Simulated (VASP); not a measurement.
# C (R-3m) in VASP: notebook

C is run at these levels: LDA; tasks: relaxation of the atoms.

Program: VASP 6.6.1. These are calculated values, not measurements. Logs are shortened: lines on timing, memory, paths and dates and some standing lists are left out, and cuts for length are marked.

## 1. The cell of the first run

The structure is trigonal, space group R-3m (No. 166). Conventional cell: a = 2.433 Å, b = 2.433 Å, c = 9.959 Å, α = 90.00°, β = 90.00°, γ = 120.00°. Within 1.9 Å of C (site symmetry 3m) lie 3 C at 1.40 Å.

## 2. Relaxation of the atoms, LDA

INCAR

```
SYSTEM = C
PREC = Accurate ; ENCUT = 520
EDIFF = 1E-6 ; ISMEAR = 0
SIGMA = 0.01 ; LREAL = .False.
LASPH = .True. ; NELM = 100
ALGO = Normal ; ISIF = 2
LWAVE = .False. ; LCHARG = .False.
GGA = CA ; IBRION = 2
NSW = 50 ; EDIFFG = -0.002
```

KPOINTS

```
regular mesh
0
Gamma
  12 12 12
  0 0 0
```

POSCAR

```
C
1.0
    1.2163180856      0.7022415741      3.3195757340
   -1.2163180856      0.7022415741      3.3195757340
    0.0000000000     -1.4044831483      3.3195757340
C
2
Direct
    0.8333828132      0.8333828132      0.8333828132
    0.1666171868      0.1666171868      0.1666171868
```

Potentials or basis: VASP PAW LDA potentials, release 64 (C).

Run with:

```sh
> cat potpaw_LDA.64/C/POTCAR > POTCAR
> mpirun -np 1 vasp_std > vasp.out
```

OUTCAR:

```text
SYSTEM = C
   PREC = Accurate
   ENCUT = 520
   EDIFF = 1E-6
   ISMEAR = 0
   LREAL = .False.
   LASPH = .True.
   NELM = 100
   ISIF = 2
   GGA = CA
   IBRION = 2
   NSW = 50
   EDIFFG = -0.002

 ion  position               nearest neighbor table
   1  0.833  0.833  0.833-   2 1.40   2 1.40   2 1.40
   2  0.167  0.167  0.167-   1 1.40   1 1.40   1 1.40

  LATTYP: Found a trigonal (rhomboedric) cell.
 ALAT       =     3.6044633397
 COS(alpha) =     0.7722580164

  Lattice vectors:

 A1 = (   1.2163180856,   0.7022415741,   3.3195757340)
 A2 = (  -1.2163180856,   0.7022415741,   3.3195757340)
 A3 = (   0.0000000000,  -1.4044831483,   3.3195757340)

Analysis of symmetry for initial positions (statically):
=====================================================================
 Subroutine PRICEL returns:
 Original cell was already a primitive cell.

 Routine SETGRP: Setting up the symmetry group for a
 trigonal (rhombohedral) supercell.

 Subroutine GETGRP returns: Found 12 space group operations
 (whereof 12 operations were pure point group operations)
 out of a pool of 12 trial point group operations.

The static configuration has the point symmetry D_3d.

Analysis of symmetry for dynamics (positions and initial velocities):
=====================================================================
 Subroutine PRICEL returns:
 Original cell was already a primitive cell.

 Routine SETGRP: Setting up the symmetry group for a
 trigonal (rhombohedral) supercell.

 Subroutine GETGRP returns: Found 12 space group operations
 (whereof 12 operations were pure point group operations)
 out of a pool of 12 trial point group operations.

The dynamic configuration has the point symmetry D_3d.

 Subroutine INISYM returns: Found 12 space group operations
 (whereof 12 operations are pure point group operations),
 and found     1 'primitive' translations

----------------------------------------------------------------------------------------

                                     Primitive cell

  volume of cell :      17.0125

  direct lattice vectors                    reciprocal lattice vectors
     1.216318086  0.702241574  3.319575734     0.411076680  0.237335232  0.100414438
    -1.216318086  0.702241574  3.319575734    -0.411076680  0.237335232  0.100414438
     0.000000000 -1.404483148  3.319575734     0.000000000 -0.474670463  0.100414438

  length of vectors
     3.604463340  3.604463340  3.604463340     0.485175338  0.485175338  0.485175338

  position of ions in fractional coordinates (direct lattice)
     0.833382813  0.833382813  0.833382813
     0.166617187  0.166617187  0.166617187

  ion indices of the primitive-cell ions
   primitive index   ion index
                 1           1
                 2           2

----------------------------------------------------------------------------------------

 KPOINTS: regular mesh

Automatic generation of k-mesh.
 Grid dimensions read from file:
 generate k-points for:   12   12   12

 Generating k-lattice:

  Cartesian coordinates                     Fractional coordinates (reciprocal lattice)
     0.034256390  0.019777936  0.008367870     0.083333333  0.000000000  0.000000000
    -0.034256390  0.019777936  0.008367870     0.000000000  0.083333333  0.000000000
     0.000000000 -0.039555872  0.008367870    -0.000000000 -0.000000000  0.083333333

  Length of vectors
     0.040431278  0.040431278  0.040431278

  Shift w.r.t. Gamma in fractional coordinates (k-lattice)
     0.000000000  0.000000000  0.000000000

 Subroutine IBZKPT returns following result:
 ===========================================

 Found    189 irreducible k-points:

 Following reciprocal coordinates:
            Coordinates               Weight
  0.000000  0.000000  0.000000      1.000000
  0.083333  0.000000  0.000000      6.000000
  0.166667  0.000000  0.000000      6.000000
  0.250000 -0.000000  0.000000      6.000000
  0.333333  0.000000  0.000000      6.000000
  0.416667  0.000000  0.000000      6.000000
[... 16 lines left out ...]
  0.500000  0.166667  0.000000     12.000000
 -0.416667  0.166667 -0.000000     12.000000
 [... further k-points ...]
   k-points           NKPTS =    189   k-points in BZ     NKDIM =    189   number of bands    NBANDS=      8
   number of dos      NEDOS =    301   number of ions     NIONS =      2
   total plane-waves  NPLWV =  21952
   dimension x,y,z NGX =    28 NGY =   28 NGZ =   28
   dimension x,y,z NGXF=    56 NGYF=   56 NGZF=   56
   ions per type =               2
   NGX,Y,Z   is equivalent  to a cutoff of  12.91, 12.91, 12.91 a.u.
   NGXF,Y,Z  is equivalent  to a cutoff of  25.83, 25.83, 25.83 a.u.
 SYSTEM =  C
   PREC   = accura    normal or accurate (medium, high low for compatibility)
   ISTART =      0    job   : 0-new  1-cont  2-samecut
   ICHARG =      2    charge: 1-file 2-atom 10-const
   ISPIN  =      1    spin polarized calculation?
   LNONCOLLINEAR =      F non collinear calculations
   LSORBIT =      F    spin-orbit coupling
   LASPH  =      T    aspherical Exc in radial PAW
   ENCUT  =  520.0 eV  38.22 Ry    6.18 a.u.   6.70  6.70  6.70*2*pi/ulx,y,z
   NELM   =    100;   NELMIN=  2; NELMDL= -5     # of ELM steps
   EDIFF  = 0.1E-05   stopping-criterion for ELM
   LREAL  =      F    real-space projection
   EDIFFG = -.2E-02   stopping-criterion for IOM
   NSW    =     50    number of steps for IOM
   IBRION =      2    ionic relax: 0-MD 1-quasi-New 2-CG
   NFREE  =      1    steps in history (QN), initial steepest desc. (CG)
   ISIF   =      2    stress and relaxation
   ISYM   =      2    0-nonsym 1-usesym 2-fastsym
   POTIM  = 0.5000    time-step for ionic-motion
   TEBEG  =    0.0;   TEEND  =   0.0 temperature during run
   PSTRESS=    0.0 pullay stress
   NELECT =       8.0000    total number of electrons
   NUPDOWN=      -1.0000    fix difference up-down
   EMIN   =  10.00;   EMAX   =-10.00  energy-range for DOS
   EFERMI =   0.00;   METHOD = LEGACY
   ISMEAR =     0;   SIGMA  =   0.01  broadening in eV -4-tet -1-fermi 0-gaus
   EFERMI_NEDOS =   21; number of points for ismear=-14 and -15
   IALGO  =     38    algorithm
   IMIX   =      4    mixing-type and parameters
     AMIX     =   0.40;   BMIX     =  1.00
     AMIX_MAG =   1.60;   BMIX_MAG =  1.00
  volume/ion in A,a.u.               =       8.51        57.40
  Fermi-wavevector in a.u.,A,eV,Ry     =   1.273060  2.405735 22.050725  1.620683
  Thomas-Fermi vector in A             =   2.405905
   LORBIT       =      0    0 simple, 1 ext, 2 COOP (PROOUT), +10 PAW based schemes
   GGA     = CA    functional components
   LHFCALC =     F    Hartree Fock is set to
   AEXX    =    0.0000 exact exchange contribution
   IVDW    =     0    specifies the selected vdW correction
   LEPSILON=     F    determine dielectric tensor
   LRPA    =     F    only Hartree local field effects (RPA)
 conjugate gradient relaxation of ions
 non-spin polarized calculation
 Gauss-broadening in eV      SIGMA  =   0.01
  energy-cutoff  :      520.00
  volume of cell :       17.01
 maximum number of plane-waves:       474
   NGX = 13   NGY = 13   NGZ = 13

--------------------------------------- Ionic step        1  -------------------------------------------

 number of electron       8.0000000 magnetization

 Free energy of the ion-electron system (eV)
  ---------------------------------------------------
  ext. energy  EPLUGINS =         0.00000000
  ---------------------------------------------------
  free energy    TOTEN  =       -20.21796028 eV

  energy without entropy =      -20.21796028  energy(sigma->0) =      -20.21796028

------------------------ aborting loop because EDIFF is reached ----------------------------------------

  FORCE on cell =-STRESS in cart. coord.  units (eV):
  Direction    XX          YY          ZZ          XY          YZ          ZX
  --------------------------------------------------------------------------------------
  -------------------------------------------------------------------------------------
  Total        0.8608158      0.8608158     -0.0302379      0.0000000      0.0000000      0.0000000
  in kB       81.0687103     81.0687103     -2.8476998      0.0000000      0.0000000      0.0000000
  external PRESSURE =      53.0965736 kB  Pullay stress =       0.0000000 kB
[... 57 lines left out ...]
  energy  without entropy=      -20.2179637266  energy(sigma->0) =      -20.21796373

--------------------------------------- Ionic step        3  -------------------------------------------

 number of electron       8.0000000 magnetization

 Free energy of the ion-electron system (eV)
  ---------------------------------------------------
  ext. energy  EPLUGINS =         0.00000000
  ---------------------------------------------------
  free energy    TOTEN  =       -20.21796610 eV

  energy without entropy =      -20.21796610  energy(sigma->0) =      -20.21796610

 E-fermi :   4.6264     XC(G=0): -10.9040

 val. band max:        4.5347882719   @ k =  -0.3333   0.3333   0.0000
 cond. band min:       5.2402823806   @ k =  -0.3333   0.3333   0.0000
 fundamental gap:      0.7054941087
 Fermi energy:         4.6264456257

 k-point     1 :       0.0000    0.0000    0.0000
  band No.  band energies     occupation
      1     -14.8689      2.00000
      2      -1.8619      2.00000
      3       1.9213      2.00000
      4       1.9213      2.00000
      5       8.7143      0.00000
      6      13.4883      0.00000
      7      13.4883      0.00000
      8      16.6325      0.00000
[... 243 lines left out ...]
 k-point    24 :      -0.4167    0.1667   -0.0000
  band No.  band energies     occupation
      1      -8.8776      2.00000
      2      -8.0828      2.00000
      3      -3.3734      2.00000
      4       3.3839      2.00000
      5       6.5381      0.00000
      6      15.5471      0.00000
      7      16.0831      0.00000
      8      17.1600      0.00000

 [... further k-points ...]
[... 5 lines left out ...]
  --------------------------------------------------------------------------------------
  -------------------------------------------------------------------------------------
  Total        0.8612627      0.8612627     -0.0316552     -0.0000000      0.0000000     -0.0000000
  in kB       81.1107986     81.1107986     -2.9811818     -0.0000000      0.0000000     -0.0000000
  external PRESSURE =      53.0801385 kB  Pullay stress =       0.0000000 kB
[... 17 lines left out ...]
  FREE ENERGIE OF THE ION-ELECTRON SYSTEM (eV)
  ---------------------------------------------------
  free  energy   TOTEN  =       -20.2179660980 eV

  energy  without entropy=      -20.2179660980  energy(sigma->0) =      -20.21796610

 reached required accuracy - stopping structural energy minimisation
```

Wall time 27 s (1 thread of Intel Xeon Platinum 8488C (Sapphire Rapids), shared host); peak memory 0.14 GiB.

Results:

```yaml
Free_energy: -20.2180 eV
Energy_gained_by_relaxing: 0.0 meV/atom
Ionic_steps: 3
Pressure_after_relaxing: 5.3 GPa
```

Final structure:
```
C
1.0
     1.21632    0.70224    3.31958
    -1.21632    0.70224    3.31958
     0.00000   -1.40448    3.31958
C
2
Direct
  0.83342 0.83342 0.83342
  0.16658 0.16658 0.16658
```

## 3. Relaxation of the atoms, LDA (z stretched by -0.5 %, x and y held)

INCAR

```
  ALGO = Normal
  EDIFF = 1E-7
  EDIFFG = -0.002
  ENCUT = 520
  IBRION = 2
  ISIF = 2
  ISMEAR = 0
  LASPH = T
  LCHARG = F
  LREAL = F
  LWAVE = F
  NELM = 80
  NSW = 50
  PREC = Accurate
  SIGMA = 0.01
```

KPOINTS

```
k-points
0
Gamma
  12 12 12
```

POSCAR

```
C
1.0
    1.2224302368      0.7057704263      3.3195757340
   -1.2224302368      0.7057704263      3.3195757340
    0.0000000000     -1.4115408525      3.3195757340
C
2
Direct
    0.8333828132      0.8333828132      0.8333828132
    0.1666171868      0.1666171868      0.1666171868
```

Potentials or basis: VASP PAW LDA potentials, release 64 (C).

Run with:

```sh
> cat potpaw_LDA.64/C/POTCAR > POTCAR
> mpirun -np 1 vasp_std > vasp.out
```

It took 30 s on 1 thread of Intel Xeon Platinum 8488C (Sapphire Rapids), shared host; peak memory 0.14 GiB.

It converged, with:

| Property | Result |
| --- | --- |
| Free energy | -20.2232 eV |
| Energy gained by relaxing | 0.0 meV/atom |
| Ionic steps | 3 |
| Pressure after relaxing | 0.8 GPa |

Stress tensor (GPa, compression positive):
```
 1.39  0.00  0.00
 0.00  1.39  0.00
 0.00  0.00 -0.26
```

Final structure:
```
CELL_PARAMETERS angstrom
1.22243 0.70577 3.31958
-1.22243 0.70577 3.31958
0.00000 -1.41154 3.31958
ATOMIC_POSITIONS crystal
C 0.83343 0.83343 0.83343
C 0.16657 0.16657 0.16657
```

Caveat: the cell differs from its parent crystal (z stretched by -0.5 %, x and y held).

## 4. Relaxation of the atoms, LDA (z stretched by +0.5 %, x and y held)

INCAR

```
SYSTEM = C
ALGO     = Normal         ! electronic algorithm
EDIFF    = 1E-6           ! SCF threshold, eV
EDIFFG   = -0.002         ! ionic threshold
ENCUT    = 520            ! plane-wave cutoff, eV
GGA      = CA             ! functional
IBRION   = 2              ! ionic algorithm
ISIF     = 2              ! what is computed and relaxed
ISMEAR   = 0              ! smearing method
LASPH    = .TRUE.         ! aspherical terms in the spheres
LCHARG   = .FALSE.        ! write CHGCAR
LREAL    = .FALSE.        ! projectors in reciprocal space
LWAVE    = .FALSE.        ! write WAVECAR
NELM     = 60             ! most SCF steps
NSW      = 50             ! ionic steps
PREC     = Accurate       ! precision mode
SIGMA    = 0.01           ! smearing width, eV
```

KPOINTS

```
k-points
0
G
  12 12 12
  0 0 0
```

POSCAR

```
C
1.0
    1.2224302368      0.7057704263      3.3529383042
   -1.2224302368      0.7057704263      3.3529383042
    0.0000000000     -1.4115408525      3.3529383042
C
2
Direct
    0.8333828132      0.8333828132      0.8333828132
    0.1666171868      0.1666171868      0.1666171868
```

Run with:

```sh
> cat potpaw_LDA.64/C/POTCAR > POTCAR
> mpirun -np 1 vasp_std > vasp.out
```

Run time: 27 s. Hardware: 1 thread of Intel Xeon Platinum 8488C (Sapphire Rapids), shared host; peak memory 0.14 GiB.

The run converged. Its results:

```yaml
Free_energy: -20.2229 eV
Energy_gained_by_relaxing: 0.0 meV/atom
Ionic_steps: 3
Pressure_after_relaxing: 0.7 GPa
```

Stress tensor (GPa, compression positive):
```
 1.40  0.00  0.00
 0.00  1.40  0.00
 0.00  0.00 -0.55
```

Final structure:
```
C
1.0
     1.22243    0.70577    3.35294
    -1.22243    0.70577    3.35294
     0.00000   -1.41154    3.35294
C
2
Direct
  0.83342 0.83342 0.83342
  0.16658 0.16658 0.16658
```

Caveat: the cell differs from its parent crystal (z stretched by +0.5 %, x and y held).

## 5. Overview

| cell | pressure (GPa) |
| --- | --- |
| atoms relaxed from a = 3.604 Å, angles 39.4°, 2 atoms | 5.3 |
| atoms relaxed from a = 3.607 Å, angles 39.6°, 2 atoms | 0.8 |
| atoms relaxed from a = 3.638 Å, angles 39.3°, 2 atoms | 0.7 |

Alike in all rows: task relaxation of the atoms; level LDA; potentials or basis VASP PAW LDA potentials, release 64 (C); no spin polarisation; k mesh 12 × 12 × 12; cutoff (eV) 520; smearing gaussian 0.01 eV.

Total energies depend on the potentials used, so only differences within one code and one set of settings carry meaning.
